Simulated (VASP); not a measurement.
A run of VASP 6.6.1:

The input INCAR:

```
PREC = Accurate
ENCUT = 520
EDIFF = 1E-7
ISMEAR = -1
SIGMA = 0.06122561905347299
LREAL = F
LASPH = T
NELM = 100
ALGO = Normal
ISIF = 2
LWAVE = F
LCHARG = F
GGA = PE
NBANDS = 16
```

The input KPOINTS:

```
Automatic mesh
0
Gamma
  9 9 9
```

The input POSCAR:

```
Cs
1.0
    0.0000000000      5.7378124214      5.7378124214
    5.7378124214      0.0000000000      5.7378124214
    5.7378124214      5.7378124214      0.0000000000
Cs
2
Direct
    0.0000000000      0.0000000000      0.0000000000
    0.2500000000      0.2500000000      0.2500000000
```

Potentials or basis: VASP PAW PBE potentials, release 64 (Cs_sv).

The run is started by

```sh
$ cat potpaw_PBE.64/Cs_sv/POTCAR > POTCAR
$ mpirun -np 1 vasp_std > vasp.out
```

Hardware: 1 thread of Intel(R) Xeon(R) 6975P-C (Granite Rapids), with other jobs on the host.

Estimate the wall time of this run.

Run time: 94 s on 1 thread of Intel(R) Xeon(R) 6975P-C (Granite Rapids), with other jobs on the host, peak memory 0.58 GiB. Counts: scf iterations 13, k points 35.
